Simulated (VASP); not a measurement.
Write the native input for VASP 6.6.1 that does the following.

- Task: single point
- Functional: PBEsol
- Potentials or basis: VASP PAW PBE potentials, release 64 (K_sv, I)
- Cutoff: 520 eV
- k mesh: 4 × 4 × 4
- Occupations: fermi-dirac, width 0.112 eV
- Spin: no spin polarisation
- Dipole correction: no
- Further INCAR settings: ALGO = Normal; EDIFF = 1e-06; NBANDS = 15

The structure of KI lies in POSCAR:

```
KI
1.0
    0.0000000000      3.5445661619      3.5445661619
    3.5445661619      0.0000000000      3.5445661619
    3.5445661619      3.5445661619      0.0000000000
K I
1 1
Direct
   -0.0190559287     -0.0100711902      0.0148847553
    0.5154975014      0.5067920637      0.4907286028
```

The input as run:

INCAR

```
SYSTEM = KI
PREC = Accurate
ENCUT = 520
EDIFF = 1E-6
ISMEAR = -1
SIGMA = 0.112
LREAL = .False.
LASPH = .True.
NELM = 100
ALGO = Normal
ISIF = 2
LWAVE = .False.
LCHARG = .True.
GGA = PS
LELF = .True.
LVHAR = .True.
NBANDS = 15
```

KPOINTS

```
Automatic mesh
0
Gamma
  4 4 4
  0 0 0
```

Potentials or basis: VASP PAW PBE potentials, release 64 (K_sv, I).

Launch:

```sh
$ cat potpaw_PBE.64/K_sv/POTCAR potpaw_PBE.64/I/POTCAR > POTCAR
$ mpirun -np 1 vasp_std > vasp.out
```

It gave:

```yaml
Pressure: -0.2 GPa
Largest_force: 0.188 eV/Å
Band_gap_on_the_k_mesh: 3.80 eV
```

Caveat: the atoms stand as in a frame of molecular dynamics; the PAW data sets were made with another functional, which shifts forces and pressure a little; spin-orbit coupling is left out, which moves the levels of the heavy elements.

It took 44 s on 1 thread of Intel(R) Xeon(R) Platinum 8559C (Emerald Rapids), with other jobs on the host, peak memory 0.25 GiB.
